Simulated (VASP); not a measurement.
# AlCr2C (P6_3/mmc) in VASP: a series of runs

AlCr2C is run at these levels: PBEsol; tasks: single point.

Program: VASP 6.6.1. These are calculated values, not measurements. Logs are shortened: lines on timing, memory, paths and dates and some standing lists are left out, and cuts for length are marked.

### 1 The cell of the first run

The structure is hexagonal, space group P6_3/mmc (No. 194). Conventional cell: a = 2.842 Å, b = 2.842 Å, c = 12.704 Å, α = 90.00°, β = 90.00°, γ = 120.00°. Al (site symmetry -6m2) has 6 Cr at 2.68 Å and 6 Al at 2.84 Å and 6 C at 3.57 Å within 3.6 Å. Cr (site symmetry 3m) has 3 C at 1.95 Å and 3 Cr at 2.68 Å and 3 Al at 2.68 Å within 2.7 Å. C (site symmetry -3m) has 6 Cr at 1.95 Å within 2.6 Å.

### 2 Single point, PBEsol (11.11 Å³/atom)

Input file INCAR:

```
PREC = Accurate ; ENCUT = 520
EDIFF = 1E-7 ; ISMEAR = 0
SIGMA = 0.1 ; LREAL = False
LASPH = True ; NELM = 80
ALGO = Normal ; ISIF = 2
LWAVE = False ; LCHARG = False
GGA = PS ; NBANDS = 41
```

Input file KPOINTS:

```
regular mesh
0
Gamma
  12 12 4
```

Input file POSCAR:

```
AlCr2C
1.0
    2.8418496039      0.0000000000      0.0000000000
   -1.4209248020      2.4611139507      0.0000000000
    0.0000000000      0.0000000000     12.7039274082
Al Cr C
2 4 2
Direct
    0.6666666667      0.3333333333      0.2500000000
    0.3333333333      0.6666666667      0.7500000000
    0.3333333333      0.6666666667      0.4167729433
    0.6666666667      0.3333333333      0.9167729433
    0.6666666667      0.3333333333      0.5832270567
    0.3333333333      0.6666666667      0.0832270567
    0.0000000000      0.0000000000      0.5000000000
    0.0000000000      0.0000000000      0.0000000000
```

Potentials or basis: VASP PAW PBE potentials, release 64 (Al, Cr_pv, C).

Launch:

```sh
> cat potpaw_PBE.64/Al/POTCAR potpaw_PBE.64/Cr_pv/POTCAR potpaw_PBE.64/C/POTCAR > POTCAR
> mpirun -np 1 vasp_std > vasp.out
```

OUTCAR:

```text
PREC = Accurate
   ENCUT = 520
   EDIFF = 1E-7
   ISMEAR = 0
   LREAL = False
   LASPH = True
   NELM = 80
   ISIF = 2
   GGA = PS

 ion  position               nearest neighbor table
   1  0.667  0.333  0.250-   3 2.68   6 2.68   3 2.68   6 2.68   3 2.68   6 2.68
   2  0.333  0.667  0.750-   4 2.68   5 2.68   4 2.68   5 2.68   4 2.68   5 2.68
   3  0.333  0.667  0.417-   7 1.95   7 1.95   7 1.95   5 2.68   5 2.68   5 2.68   1 2.68   1 2.68
                             1 2.68
   4  0.667  0.333  0.917-   8 1.95   8 1.95   8 1.95   6 2.68   6 2.68   6 2.68   2 2.68   2 2.68
                             2 2.68
   5  0.667  0.333  0.583-   7 1.95   7 1.95   7 1.95   3 2.68   3 2.68   3 2.68   2 2.68   2 2.68
                             2 2.68
   6  0.333  0.667  0.083-   8 1.95   8 1.95   8 1.95   4 2.68   4 2.68   4 2.68   1 2.68   1 2.68
                             1 2.68
   7  0.000  0.000  0.500-   3 1.95   5 1.95   5 1.95   3 1.95   5 1.95   3 1.95
   8  0.000  0.000  0.000-   4 1.95   6 1.95   4 1.95   6 1.95   4 1.95   6 1.95

  LATTYP: Found a hexagonal cell.
 ALAT       =     2.8418496039
 C/A-ratio  =     4.4703025068

  Lattice vectors:

 A1 = (   2.8418496039,   0.0000000000,   0.0000000000)
 A2 = (  -1.4209248020,   2.4611139507,   0.0000000000)
 A3 = (   0.0000000000,   0.0000000000,  12.7039274082)

Analysis of symmetry for initial positions (statically):
=====================================================================
 Subroutine PRICEL returns:
 Original cell was already a primitive cell.

 Routine SETGRP: Setting up the symmetry group for a
 hexagonal supercell.

 Subroutine GETGRP returns: Found 24 space group operations
 (whereof 12 operations were pure point group operations)
 out of a pool of 24 trial point group operations.

The static configuration has the point symmetry D_3d.
 The point group associated with its full space group is D_6h.

Analysis of symmetry for dynamics (positions and initial velocities):
=====================================================================
 Subroutine PRICEL returns:
 Original cell was already a primitive cell.

 Routine SETGRP: Setting up the symmetry group for a
 hexagonal supercell.

 Subroutine GETGRP returns: Found 24 space group operations
 (whereof 12 operations were pure point group operations)
 out of a pool of 24 trial point group operations.

The dynamic configuration has the point symmetry D_3d.
 The point group associated with its full space group is D_6h.

 Subroutine INISYM returns: Found 24 space group operations
 (whereof 12 operations are pure point group operations),
 and found     1 'primitive' translations

----------------------------------------------------------------------------------------

                                     Primitive cell

  volume of cell :      88.8527

  direct lattice vectors                    reciprocal lattice vectors
     2.841849604  0.000000000  0.000000000     0.351883505  0.203160036  0.000000000
    -1.420924802  2.461113951  0.000000000     0.000000000  0.406320073  0.000000000
     0.000000000  0.000000000 12.703927408     0.000000000  0.000000000  0.078715815

  length of vectors
     2.841849604  2.841849604 12.703927408     0.406320073  0.406320073  0.078715815

  position of ions in fractional coordinates (direct lattice)
     0.666666667  0.333333333  0.250000000
     0.333333333  0.666666667  0.750000000
     0.333333333  0.666666667  0.416772943
     0.666666667  0.333333333  0.916772943
     0.666666667  0.333333333  0.583227057
     0.333333333  0.666666667  0.083227057
     0.000000000  0.000000000  0.500000000
     0.000000000  0.000000000  0.000000000

  ion indices of the primitive-cell ions
   primitive index   ion index
                 1           1
                 2           2
                 3           3
                 4           4
                 5           5
                 6           6
                 7           7
                 8           8

----------------------------------------------------------------------------------------

 KPOINTS: regular mesh

Automatic generation of k-mesh.
 Grid dimensions read from file:
 generate k-points for:   12   12    4

 Generating k-lattice:

  Cartesian coordinates                     Fractional coordinates (reciprocal lattice)
     0.029323625  0.016930003  0.000000000     0.083333333  0.000000000  0.000000000
     0.000000000  0.033860006  0.000000000     0.000000000  0.083333333  0.000000000
     0.000000000  0.000000000  0.019678954     0.000000000  0.000000000  0.250000000

  Length of vectors
     0.033860006  0.033860006  0.019678954

  Shift w.r.t. Gamma in fractional coordinates (k-lattice)
     0.000000000  0.000000000  0.000000000

 Subroutine IBZKPT returns following result:
 ===========================================

 Found     57 irreducible k-points:

 Following reciprocal coordinates:
            Coordinates               Weight
  0.000000  0.000000  0.000000      1.000000
  0.083333  0.000000  0.000000      6.000000
  0.166667 -0.000000  0.000000      6.000000
  0.250000  0.000000  0.000000      6.000000
  0.333333  0.000000  0.000000      6.000000
  0.416667  0.000000  0.000000      6.000000
[... 16 lines left out ...]
  0.250000  0.000000  0.250000     12.000000
  0.333333  0.000000  0.250000     12.000000
 [... further k-points ...]
   k-points           NKPTS =     57   k-points in BZ     NKDIM =     57   number of bands    NBANDS=     41
   number of dos      NEDOS =    301   number of ions     NIONS =      8
   total plane-waves  NPLWV =  55296
   dimension x,y,z NGX =    24 NGY =   24 NGZ =   96
   dimension x,y,z NGXF=    48 NGYF=   48 NGZF=  192
   ions per type =               2   4   2
   NGX,Y,Z   is equivalent  to a cutoff of  14.04, 14.04, 12.56 a.u.
   NGXF,Y,Z  is equivalent  to a cutoff of  28.08, 28.08, 25.13 a.u.
 SYSTEM =  unknown system
   PREC   = accura    normal or accurate (medium, high low for compatibility)
   ISTART =      0    job   : 0-new  1-cont  2-samecut
   ICHARG =      2    charge: 1-file 2-atom 10-const
   ISPIN  =      1    spin polarized calculation?
   LNONCOLLINEAR =      F non collinear calculations
   LSORBIT =      F    spin-orbit coupling
   LASPH  =      T    aspherical Exc in radial PAW
   ENCUT  =  520.0 eV  38.22 Ry    6.18 a.u.   5.28  5.28 23.62*2*pi/ulx,y,z
   NELM   =     80;   NELMIN=  2; NELMDL= -5     # of ELM steps
   EDIFF  = 0.1E-06   stopping-criterion for ELM
   LREAL  =      F    real-space projection
   EDIFFG = 0.1E-05   stopping-criterion for IOM
   NSW    =      0    number of steps for IOM
   IBRION =     -1    ionic relax: 0-MD 1-quasi-New 2-CG
   NFREE  =      0    steps in history (QN), initial steepest desc. (CG)
   ISIF   =      2    stress and relaxation
   ISYM   =      2    0-nonsym 1-usesym 2-fastsym
   POTIM  = 0.5000    time-step for ionic-motion
   TEBEG  =    0.0;   TEEND  =   0.0 temperature during run
   PSTRESS=    0.0 pullay stress
   NELECT =      62.0000    total number of electrons
   NUPDOWN=      -1.0000    fix difference up-down
   EMIN   =  10.00;   EMAX   =-10.00  energy-range for DOS
   EFERMI =   0.00;   METHOD = LEGACY
   ISMEAR =     0;   SIGMA  =   0.10  broadening in eV -4-tet -1-fermi 0-gaus
   EFERMI_NEDOS =   21; number of points for ismear=-14 and -15
   IALGO  =     38    algorithm
   IMIX   =      4    mixing-type and parameters
     AMIX     =   0.40;   BMIX     =  1.00
     AMIX_MAG =   1.60;   BMIX_MAG =  1.00
  volume/ion in A,a.u.               =      11.11        74.95
  Fermi-wavevector in a.u.,A,eV,Ry     =   1.452051  2.743978 28.687222  2.108451
  Thomas-Fermi vector in A             =   2.569477
   LORBIT       =      0    0 simple, 1 ext, 2 COOP (PROOUT), +10 PAW based schemes
   GGA     = PS    functional components
   LHFCALC =     F    Hartree Fock is set to
   AEXX    =    0.0000 exact exchange contribution
   IVDW    =     0    specifies the selected vdW correction
   LEPSILON=     F    determine dielectric tensor
   LRPA    =     F    only Hartree local field effects (RPA)
 non-spin polarized calculation
 Gauss-broadening in eV      SIGMA  =   0.10
  energy-cutoff  :      520.00
  volume of cell :       88.85
 maximum number of plane-waves:      2409
 NGX is ok and might be reduce to    24
   NGX = 11   NGY = 11   NGZ = 47

 number of electron      62.0000001 magnetization

 Free energy of the ion-electron system (eV)
  ---------------------------------------------------
  ext. energy  EPLUGINS =         0.00000000
  ---------------------------------------------------
  free energy    TOTEN  =       -70.22691057 eV

  energy without entropy =      -70.19501840  energy(sigma->0) =      -70.21096449

 E-fermi :   9.8165     XC(G=0): -12.5677

 val. band max:        9.7990649904   @ k =   0.1667   0.0833   0.2500
 cond. band min:       9.8214007851   @ k =   0.3333   0.0833   0.0000
 fundamental gap:      0.0223357947
 Fermi energy:         9.8164869544

 k-point     1 :       0.0000    0.0000    0.0000
  band No.  band energies     occupation
      1     -33.4408      2.00000
      2     -33.4395      2.00000
      3     -33.2197      2.00000
      4     -33.2197      2.00000
      5     -33.2197      2.00000
      6     -33.2197      2.00000
[... 33 lines left out ...]
     40      13.3156      0.00000
     41      14.7120      0.00000

 k-point     2 :       0.0833    0.0000    0.0000
  band No.  band energies     occupation
      1     -33.4367      2.00000
      2     -33.4355      2.00000
      3     -33.2425      2.00000
      4     -33.2424      2.00000
      5     -33.2266      2.00000
      6     -33.2265      2.00000
[... 33 lines left out ...]
     40      13.4933      0.00000
     41      14.8575      0.00000

 k-point     3 :       0.1667   -0.0000    0.0000
  band No.  band energies     occupation
      1     -33.4287      2.00000
      2     -33.4277      2.00000
      3     -33.2996      2.00000
      4     -33.2994      2.00000
      5     -33.2443      2.00000
      6     -33.2443      2.00000
[... 875 lines left out ...]
      2     -33.4319      2.00000
      3     -33.3703      2.00000
      4     -33.3701      2.00000
      5     -33.2671      2.00000
      6     -33.2670      2.00000
[... 33 lines left out ...]
     40      13.5715      0.00000
     41      13.8792      0.00000

 k-point    24 :       0.3333    0.0000    0.2500
  band No.  band energies     occupation
      1     -33.4694      2.00000
      2     -33.4692      2.00000
      3     -33.4289      2.00000
      4     -33.4287      2.00000
      5     -33.2888      2.00000
      6     -33.2887      2.00000
[... 33 lines left out ...]
     40      12.7980      0.00000
     41      13.0526      0.00000

 [... further k-points ...]
[... 5 lines left out ...]
  --------------------------------------------------------------------------------------
  -------------------------------------------------------------------------------------
  Total       -2.9856331     -2.9856331     -3.0210209      0.0000000      0.0000000      0.0000000
  in kB      -53.8364241    -53.8364241    -54.4745313      0.0000000      0.0000000      0.0000000
  external PRESSURE =     -54.0491265 kB  Pullay stress =       0.0000000 kB

 VOLUME and BASIS-vectors are now :
 -----------------------------------------------------------------------------
  energy-cutoff  :      520.00
  volume of cell :       88.85
      direct lattice vectors                 reciprocal lattice vectors
     2.841849604  0.000000000  0.000000000     0.351883505  0.203160036  0.000000000
    -1.420924802  2.461113951  0.000000000     0.000000000  0.406320073  0.000000000
     0.000000000  0.000000000 12.703927408     0.000000000  0.000000000  0.078715815

 POSITION                                       TOTAL-FORCE (eV/Angst)
 -----------------------------------------------------------------------------------
      1.42092      0.82037      3.17598         0.000000      0.000000     -0.000000
     -0.00000      1.64074      9.52795        -0.000000      0.000000     -0.000000
     -0.00000      1.64074      5.29465         0.000000      0.000000     -0.033008
      1.42092      0.82037     11.64662        -0.000000     -0.000000     -0.033008
      1.42092      0.82037      7.40927        -0.000000     -0.000000      0.033008
     -0.00000      1.64074      1.05731         0.000000      0.000000      0.033008
      0.00000      0.00000      6.35196        -0.000000      0.000000     -0.000000
      0.00000      0.00000      0.00000        -0.000000      0.000000     -0.000000
 -----------------------------------------------------------------------------------
    total drift:                               -0.000000      0.000000     -0.000000

  FREE ENERGIE OF THE ION-ELECTRON SYSTEM (eV)
  ---------------------------------------------------
  free  energy   TOTEN  =       -70.2269105705 eV

  energy  without entropy=      -70.1950184045  energy(sigma->0) =      -70.21096449
```

Run time: 2 min. Hardware: 1 thread of AMD EPYC 9R45 (Zen 5), shared host; peak memory 0.3 GiB.

What came out:

| Property | Result |
| --- | --- |
| Free energy | -70.2269 eV |
| Pressure | -5.4 GPa |
| Largest force | 0.033 eV/Å |
| Band gap on the k mesh | zero (bands 31 and 32 overlap by 0.86 eV) |

Forces on the atoms (eV/Å):
```
Al   0.000  0.000  0.000
Al   0.000  0.000  0.000
Cr   0.000  0.000 -0.033
Cr   0.000  0.000 -0.033
Cr   0.000  0.000  0.033
Cr   0.000  0.000  0.033
C    0.000  0.000  0.000
C    0.000  0.000  0.000
```

Caveat: the cell stands under tension; the PAW data sets were made with another functional, which shifts forces and pressure a little; the run has no spin polarisation, though such a crystal can be magnetic.

### 3 Single point, PBEsol (11.43 Å³/atom)

This run uses another cell than the first one, of 11.43 Å³/atom.

Input file INCAR:

```
PREC = Accurate
ENCUT = 520
EDIFF = 1E-6
ISMEAR = 0
SIGMA = 0.1
LREAL = False
LASPH = True
NELM = 80
ALGO = Normal
ISIF = 2
LWAVE = False
LCHARG = False
GGA = PS
NBANDS = 41
```

Input file KPOINTS:

```
Automatic mesh
0
Gamma
  12 12 4
```

Input file POSCAR:

```
AlCr2C
1.0
    2.8687656346      0.0000000000      0.0000000000
   -1.4343828173      2.4844239171      0.0000000000
    0.0000000000      0.0000000000     12.8297645260
Al Cr C
2 4 2
Direct
    0.6666666667      0.3333333333      0.2500000000
    0.3333333333      0.6666666667      0.7500000000
    0.3333333333      0.6666666667      0.4179121249
    0.6666666667      0.3333333333      0.9179121249
    0.6666666667      0.3333333333      0.5820878751
    0.3333333333      0.6666666667      0.0820878751
    0.0000000000      0.0000000000      0.5000000000
    0.0000000000      0.0000000000      0.0000000000
```

Potentials or basis: VASP PAW PBE potentials, release 64 (Al, Cr_pv, C).

Launch:

```sh
> cat potpaw_PBE.64/Al/POTCAR potpaw_PBE.64/Cr_pv/POTCAR potpaw_PBE.64/C/POTCAR > POTCAR
> mpirun -np 1 vasp_std > vasp.out
```

Run time: 2 min. Hardware: 1 thread of AMD EPYC 9R45 (Zen 5), shared host; peak memory 0.3 GiB.

The run converged. Its results:

| Item | Value |
| --- | --- |
| Free energy | -70.0996 eV |
| Pressure | -10.1 GPa |
| Largest force | 0.030 eV/Å |
| Band gap on the k mesh | zero (bands 31 and 32 overlap by 0.84 eV) |

Forces on the atoms (eV/Å):
```
Al   0.000  0.000  0.000
Al   0.000  0.000  0.000
Cr   0.000  0.000 -0.030
Cr   0.000  0.000 -0.030
Cr   0.000  0.000  0.030
Cr   0.000  0.000  0.030
C    0.000  0.000  0.000
C    0.000  0.000  0.000
```

Levels at points of the mesh, in eV from the Fermi level:
```
           k point  band 28  band 29  band 30  band 31  band 32  band 33  band 34  band 35
(0.00, 0.00, 0.00)    -1.08    -1.08    -1.03    -0.20    -0.20    -0.17    -0.17     0.64
(0.50, 0.00, 0.00)    -1.90     0.12     0.35     0.38     0.44     0.71     0.72     1.16
(0.00, 0.00, 0.50)    -1.09    -1.09    -1.09    -0.18    -0.18    -0.18    -0.18     0.66
(0.50, 0.00, 0.50)    -1.92     0.26     0.26     0.39     0.39     0.72     0.72     1.17
```

Caveat: the cell stands under tension; the PAW data sets were made with another functional, which shifts forces and pressure a little; the run has no spin polarisation, though such a crystal can be magnetic.
